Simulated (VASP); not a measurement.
# SrTiO3 (Cmmm) in VASP: a series of runs

The runs below take SrTiO3 through single point, with PBE.

Everything below comes from runs of VASP 6.6.1. Logs are shortened: lines on timing, memory, paths and dates and some standing lists are left out, and cuts for length are marked.

### Step 1. The cell of the first run

It takes space group Cmmm (No. 65, orthorhombic). The conventional cell has a = 5.525 Å, b = 5.609 Å, c = 3.936 Å, α = 90.00°, β = 90.00°, γ = 90.00°. Within 3.6 Å of Sr (site symmetry mmm) lie 12 O at 2.76 to 2.80 Å and 8 Ti at 3.39 to 3.43 Å. Ti (site symmetry mmm) has 6 O at 1.97 Å within 2.6 Å. O (site symmetry mmm) has 2 Ti at 1.97 Å within 2.6 Å. Within 2.6 Å of O (site symmetry 2/m) lie 2 Ti at 1.97 Å.

### Step 2. Single point, PBE (strain +0.0150 x Voigt [0, 0, 0, 1, 0, 0])

The input, INCAR:

```
PREC = Accurate
ENCUT = 520
EDIFF = 1E-6
ISMEAR = 0
SIGMA = 0.05
LREAL = False
LASPH = True
NELM = 80
ALGO = Normal
ISIF = 2
LWAVE = False
LCHARG = True
GGA = PE
LELF = True
LVHAR = True
NBANDS = 28
```

The input, KPOINTS:

```
regular mesh
0
Gamma
  8 8 8
```

The input, POSCAR:

```
SrTiO3
1.0
    3.9364035669      0.0000000000      0.0000000000
    0.0000000000      3.9364035669      0.0295230268
    0.0000000000      0.0295230268      3.9364035669
Sr Ti O
1 1 3
Direct
    0.0000000000      0.0000000000      0.0000000000
    0.5000000000      0.5000000000      0.5000000000
    0.0000000000      0.5000000000      0.5000000000
    0.5000000000      0.0000000000      0.5000000000
    0.5000000000      0.5000000000      0.0000000000
```

Potentials or basis: VASP PAW PBE potentials, release 64 (Sr_sv, Ti_sv, O).

Run with:

```bash
cat potpaw_PBE.64/Sr_sv/POTCAR potpaw_PBE.64/Ti_sv/POTCAR potpaw_PBE.64/O/POTCAR > POTCAR
mpirun -np 1 vasp_std > vasp.out
```

OUTCAR:

```text
PREC = Accurate
   ENCUT = 520
   EDIFF = 1E-6
   ISMEAR = 0
   LREAL = False
   LASPH = True
   NELM = 80
   ISIF = 2
   GGA = PE

 ion  position               nearest neighbor table
   1  0.000  0.000  0.000-   3 2.76   3 2.76   4 2.78   4 2.78   5 2.78   5 2.78   4 2.78   5 2.78
                             4 2.78   5 2.78   3 2.80   3 2.80   2 3.39   2 3.39   2 3.39   2 3.39
   2  0.500  0.500  0.500-   3 1.97   3 1.97   5 1.97   5 1.97   4 1.97   4 1.97   1 3.39   1 3.39
                             1 3.39   1 3.39   1 3.43   1 3.43   1 3.43   1 3.43
   3  0.000  0.500  0.500-   2 1.97   2 1.97   1 2.76   1 2.76   1 2.80   1 2.80
   4  0.500  0.000  0.500-   2 1.97   2 1.97   1 2.78   1 2.78   1 2.78   1 2.78
   5  0.500  0.500  0.000-   2 1.97   2 1.97   1 2.78   1 2.78   1 2.78   1 2.78

  LATTYP: Found a base centered orthorhombic cell.
 ALAT       =     5.5251634464
 B/A-ratio  =     1.0151133502
 C/A-ratio  =     0.7124501574

  Lattice vectors:

 A1 = (   0.0000000000,  -0.0295230268,  -3.9364035669)
 A2 = (   0.0000000000,   3.9364035669,   0.0295230268)
 A3 = (   3.9364035669,   0.0000000000,   0.0000000000)

Analysis of symmetry for initial positions (statically):
=====================================================================
 Subroutine PRICEL returns:
 Original cell was already a primitive cell.

 Routine SETGRP: Setting up the symmetry group for a
 base centered orthorhombic supercell.

 Subroutine GETGRP returns: Found  8 space group operations
 (whereof  8 operations were pure point group operations)
 out of a pool of  8 trial point group operations.

The static configuration has the point symmetry D_2h.

Analysis of symmetry for dynamics (positions and initial velocities):
=====================================================================
 Subroutine PRICEL returns:
 Original cell was already a primitive cell.

 Routine SETGRP: Setting up the symmetry group for a
 base centered orthorhombic supercell.

 Subroutine GETGRP returns: Found  8 space group operations
 (whereof  8 operations were pure point group operations)
 out of a pool of  8 trial point group operations.

The dynamic configuration has the point symmetry D_2h.

 Subroutine INISYM returns: Found  8 space group operations
 (whereof  8 operations are pure point group operations),
 and found     1 'primitive' translations

----------------------------------------------------------------------------------------

                                     Primitive cell

  volume of cell :      60.9922

  direct lattice vectors                    reciprocal lattice vectors
     3.936403567  0.000000000  0.000000000     0.254038993  0.000000000  0.000000000
     0.000000000  3.936403567  0.029523027     0.000000000  0.254053284 -0.001905400
     0.000000000  0.029523027  3.936403567     0.000000000 -0.001905400  0.254053284

  length of vectors
     3.936403567  3.936514277  3.936514277     0.254038993  0.254060429  0.254060429

  position of ions in fractional coordinates (direct lattice)
     0.000000000  0.000000000  0.000000000
     0.500000000  0.500000000  0.500000000
     0.000000000  0.500000000  0.500000000
     0.500000000  0.000000000  0.500000000
     0.500000000  0.500000000  0.000000000

  ion indices of the primitive-cell ions
   primitive index   ion index
                 1           1
                 2           2
                 3           3
                 4           4
                 5           5

----------------------------------------------------------------------------------------

 KPOINTS: regular mesh

Automatic generation of k-mesh.
 Grid dimensions read from file:
 generate k-points for:    8    8    8

 Generating k-lattice:

  Cartesian coordinates                     Fractional coordinates (reciprocal lattice)
     0.031754874  0.000000000  0.000000000     0.125000000  0.000000000  0.000000000
     0.000000000  0.031756660 -0.000238175     0.000000000  0.125000000  0.000000000
     0.000000000 -0.000238175  0.031756660     0.000000000  0.000000000  0.125000000

  Length of vectors
     0.031754874  0.031757554  0.031757554

  Shift w.r.t. Gamma in fractional coordinates (k-lattice)
     0.000000000  0.000000000  0.000000000

 Subroutine IBZKPT returns following result:
 ===========================================

 Found    105 irreducible k-points:

 Following reciprocal coordinates:
            Coordinates               Weight
  0.000000  0.000000  0.000000      1.000000
  0.125000  0.000000  0.000000      2.000000
  0.250000  0.000000  0.000000      2.000000
  0.375000  0.000000  0.000000      2.000000
  0.500000  0.000000  0.000000      1.000000
  0.000000  0.125000  0.000000      4.000000
[... 16 lines left out ...]
  0.250000  0.500000  0.000000      4.000000
  0.375000  0.500000  0.000000      4.000000
 [... further k-points ...]
   k-points           NKPTS =    105   k-points in BZ     NKDIM =    105   number of bands    NBANDS=     28
   number of dos      NEDOS =    301   number of ions     NIONS =      5
   total plane-waves  NPLWV =  27000
   dimension x,y,z NGX =    30 NGY =   30 NGZ =   30
   dimension x,y,z NGXF=    60 NGYF=   60 NGZF=   60
   ions per type =               1   1   3
   NGX,Y,Z   is equivalent  to a cutoff of  12.67, 12.67, 12.67 a.u.
   NGXF,Y,Z  is equivalent  to a cutoff of  25.34, 25.34, 25.34 a.u.
 SYSTEM =  unknown system
   PREC   = accura    normal or accurate (medium, high low for compatibility)
   ISTART =      0    job   : 0-new  1-cont  2-samecut
   ICHARG =      2    charge: 1-file 2-atom 10-const
   ISPIN  =      1    spin polarized calculation?
   LNONCOLLINEAR =      F non collinear calculations
   LSORBIT =      F    spin-orbit coupling
   LASPH  =      T    aspherical Exc in radial PAW
   ENCUT  =  520.0 eV  38.22 Ry    6.18 a.u.   7.32  7.32  7.32*2*pi/ulx,y,z
   NELM   =     80;   NELMIN=  2; NELMDL= -5     # of ELM steps
   EDIFF  = 0.1E-05   stopping-criterion for ELM
   LREAL  =      F    real-space projection
   EDIFFG = 0.1E-04   stopping-criterion for IOM
   NSW    =      0    number of steps for IOM
   IBRION =     -1    ionic relax: 0-MD 1-quasi-New 2-CG
   NFREE  =      0    steps in history (QN), initial steepest desc. (CG)
   ISIF   =      2    stress and relaxation
   ISYM   =      2    0-nonsym 1-usesym 2-fastsym
   POTIM  = 0.5000    time-step for ionic-motion
   TEBEG  =    0.0;   TEEND  =   0.0 temperature during run
   PSTRESS=    0.0 pullay stress
   NELECT =      40.0000    total number of electrons
   NUPDOWN=      -1.0000    fix difference up-down
   EMIN   =  10.00;   EMAX   =-10.00  energy-range for DOS
   EFERMI =   0.00;   METHOD = LEGACY
   ISMEAR =     0;   SIGMA  =   0.05  broadening in eV -4-tet -1-fermi 0-gaus
   EFERMI_NEDOS =   21; number of points for ismear=-14 and -15
   IALGO  =     38    algorithm
   IMIX   =      4    mixing-type and parameters
     AMIX     =   0.40;   BMIX     =  1.00
     AMIX_MAG =   1.60;   BMIX_MAG =  1.00
  volume/ion in A,a.u.               =      12.20        82.32
  Fermi-wavevector in a.u.,A,eV,Ry     =   1.422340  2.687832 27.525272  2.023050
  Thomas-Fermi vector in A             =   2.543054
   LORBIT       =      0    0 simple, 1 ext, 2 COOP (PROOUT), +10 PAW based schemes
   GGA     = PE    functional components
   LHFCALC =     F    Hartree Fock is set to
   AEXX    =    0.0000 exact exchange contribution
   IVDW    =     0    specifies the selected vdW correction
   LEPSILON=     F    determine dielectric tensor
   LRPA    =     F    only Hartree local field effects (RPA)
 non-spin polarized calculation
 Gauss-broadening in eV      SIGMA  =   0.05
  energy-cutoff  :      520.00
  volume of cell :       60.99
 maximum number of plane-waves:      1659
 NGX is ok and might be reduce to    30
   NGX = 15   NGY = 15   NGZ = 15

 number of electron      39.9999990 magnetization

 Free energy of the ion-electron system (eV)
  ---------------------------------------------------
  ext. energy  EPLUGINS =         0.00000000
  ---------------------------------------------------
  free energy    TOTEN  =       -40.09854135 eV

  energy without entropy =      -40.09854135  energy(sigma->0) =      -40.09854135

 E-fermi :   4.3624     XC(G=0): -11.1447

 val. band max:        3.9806348075   @ k =   0.5000   0.5000   0.5000
 cond. band min:       5.7571010084   @ k =   0.0000   0.0000   0.0000
 fundamental gap:      1.7764662009
 Fermi energy:         4.3623516252

 k-point     1 :       0.0000    0.0000    0.0000
  band No.  band energies     occupation
      1     -52.5922      2.00000
      2     -28.8936      2.00000
      3     -28.8294      2.00000
      4     -28.8234      2.00000
      5     -28.8170      2.00000
      6     -13.3704      2.00000
[... 20 lines left out ...]
     27       9.3490      0.00000
     28       9.9712      0.00000

 k-point     2 :       0.1250    0.0000    0.0000
  band No.  band energies     occupation
      1     -52.5920      2.00000
      2     -28.9104      2.00000
      3     -28.8290      2.00000
      4     -28.8166      2.00000
      5     -28.8128      2.00000
      6     -13.3760      2.00000
[... 20 lines left out ...]
     27       9.6162      0.00000
     28      10.3395      0.00000

 k-point     3 :       0.2500    0.0000    0.0000
  band No.  band energies     occupation
      1     -52.5915      2.00000
      2     -28.9429      2.00000
      3     -28.8281      2.00000
      4     -28.8157      2.00000
      5     -28.7952      2.00000
      6     -13.4354      2.00000
[... 20 lines left out ...]
     27      10.2581      0.00000
     28      11.3490      0.00000

 k-point     4 :       0.3750    0.0000    0.0000
  band No.  band energies     occupation
      1     -52.5910      2.00000
      2     -28.9710      2.00000
      3     -28.8272      2.00000
      4     -28.8149      2.00000
      5     -28.7820      2.00000
      6     -13.5336      2.00000
[... 578 lines left out ...]
     27      11.5200      0.00000
     28      12.1086      0.00000

 k-point    23 :       0.2500    0.5000    0.0000
  band No.  band energies     occupation
      1     -52.5902      2.00000
      2     -28.9482      2.00000
      3     -28.8530      2.00000
      4     -28.8192      2.00000
      5     -28.8016      2.00000
      6     -13.2734      2.00000
[... 20 lines left out ...]
     27      12.2313      0.00000
     28      12.2938      0.00000

 k-point    24 :       0.3750    0.5000    0.0000
  band No.  band energies     occupation
      1     -52.5897      2.00000
      2     -28.9132      2.00000
      3     -28.8755      2.00000
      4     -28.8305      2.00000
      5     -28.8179      2.00000
      6     -12.9726      2.00000
[... 20 lines left out ...]
     27      11.9753      0.00000
     28      13.1807      0.00000

 [... further k-points ...]

------------------------ aborting loop because EDIFF is reached ----------------------------------------

  FORCE on cell =-STRESS in cart. coord.  units (eV):
  Direction    XX          YY          ZZ          XY          YZ          ZX
  --------------------------------------------------------------------------------------
  -------------------------------------------------------------------------------------
  Total        0.2425427      0.2452968      0.2452968      0.0000000     -0.6289333      0.0000000
  in kB        6.3712457      6.4435932      6.4435932      0.0000000    -16.5211678      0.0000000
  external PRESSURE =       6.4194774 kB  Pullay stress =       0.0000000 kB

 VOLUME and BASIS-vectors are now :
 -----------------------------------------------------------------------------
  energy-cutoff  :      520.00
  volume of cell :       60.99
      direct lattice vectors                 reciprocal lattice vectors
     3.936403567  0.000000000  0.000000000     0.254038993  0.000000000  0.000000000
     0.000000000  3.936403567  0.029523027     0.000000000  0.254053284 -0.001905400
     0.000000000  0.029523027  3.936403567     0.000000000 -0.001905400  0.254053284

 POSITION                                       TOTAL-FORCE (eV/Angst)
 -----------------------------------------------------------------------------------
      0.00000      0.00000      0.00000         0.000000     -0.000000      0.000000
      1.96820      1.98296      1.98296         0.000000      0.000000      0.000000
      0.00000      1.98296      1.98296         0.000000     -0.000000      0.000000
      1.96820      0.01476      1.96820         0.000000     -0.000000      0.000000
      1.96820      1.96820      0.01476         0.000000      0.000000     -0.000000
 -----------------------------------------------------------------------------------
    total drift:                                0.000000      0.000000     -0.000000

  FREE ENERGIE OF THE ION-ELECTRON SYSTEM (eV)
  ---------------------------------------------------
  free  energy   TOTEN  =       -40.0985413531 eV

  energy  without entropy=      -40.0985413531  energy(sigma->0) =      -40.09854135
```

Run time: 97 s. Hardware: 1 thread of Intel Xeon 6975P-C (Granite Rapids), shared host; peak memory 0.3 GiB.

Results:

* Free energy: -40.0985 eV
* Pressure: 0.6 GPa
* Band gap on the k mesh: 1.78 eV (least direct gap 2.12 eV)

Stress tensor (GPa, compression positive):
```
 0.64  0.00  0.00
 0.00  0.64 -1.65
 0.00 -1.65  0.64
```

Levels at points of the mesh, in eV from the valence-band top:
| k point | band 17 | band 18 | band 19 | band 20 | band 21 | band 22 | band 23 | band 24 |
| --- | --- | --- | --- | --- | --- | --- | --- | --- |
| (0.00, 0.00, 0.00) | -1.11 | -0.41 | -0.38 | -0.34 | 1.78 | 1.80 | 1.83 | 4.13 |
| (0.50, 0.00, 0.00) | -2.30 | -1.92 | -0.81 | -0.67 | 1.96 | 3.64 | 3.66 | 4.14 |
| (0.00, 0.50, 0.00) | -2.30 | -1.92 | -0.74 | -0.74 | 1.96 | 3.65 | 3.65 | 4.14 |
| (0.50, 0.50, 0.00) | -1.75 | -1.55 | -1.55 | -0.10 | 3.65 | 3.65 | 4.10 | 5.07 |
| (0.00, 0.50, 0.50) | -1.75 | -1.56 | -1.55 | -0.10 | 3.64 | 3.67 | 4.10 | 5.07 |
| (0.50, 0.50, 0.50) | -3.65 | -0.02 | -0.01 | 0.00 | 4.29 | 4.30 | 4.31 | 6.79 |

Caveat: the cell differs from its parent crystal (strain +0.0150 x Voigt [0, 0, 0, 1, 0, 0]).

(Part 1 of 4 ends here.)
